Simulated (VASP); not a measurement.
The system is TaSi3.

```
Ta Si
1.0
    -1.85512    1.85512    4.27674
     1.85512   -1.85512    4.27674
     1.85512    1.85512   -4.27674
Ta Si
1 3
Direct
  0.00000 0.00000 0.00000
  0.50000 0.50000 0.00000
  0.25000 0.75000 0.50000
  0.75000 0.25000 0.50000
```

* Program: VASP 6.6.1
* Task: relaxation of cell and atoms
* Functional: PBE
* Potentials or basis: VASP PAW PBE potentials, release 64 (Ta_pv, Si)
* Cutoff: 500 eV
* k mesh: 18 × 18 × 18
* Occupations: gaussian, width 0.1 eV
* Spin: no spin polarisation

At the start: pressure 0.5 GPa; volume 14.72 Å³/atom.

Question: How do energy, volume and symmetry change on relaxing?

Answer: Over 5 steps the energy falls by 3.1 meV/atom; space group I4/mmm (No. 139, to 0.1 Å) before and after.

Step by step:
| step | energy change (eV) | largest force (eV/Å) | pressure (GPa) | volume (Å³) |
| --- | --- | --- | --- | --- |
| 1 | 0.0000 | 0.0000 | 0.49 | 58.87 |
| 2 | -0.0084 | 0.0000 | -0.67 | 59.25 |
| 3 | -0.0093 | 0.0000 | -1.17 | 59.43 |
| 4 | -0.0117 | 0.0000 | 0.45 | 58.66 |
| 5 | -0.0122 | 0.0000 | -0.05 | 58.88 |

Final structure:
```
CELL_PARAMETERS angstrom
-1.87417 1.87417 4.19105
1.87417 -1.87417 4.19105
1.87417 1.87417 -4.19105
ATOMIC_POSITIONS crystal
Ta 0.00000 0.00000 0.00000
Si 0.50000 0.50000 0.00000
Si 0.25000 0.75000 0.50000
Si 0.75000 0.25000 0.50000
```

Caveat: an odd number of electrons without spin polarisation forces a metal; a magnetic or distorted state may lie lower.
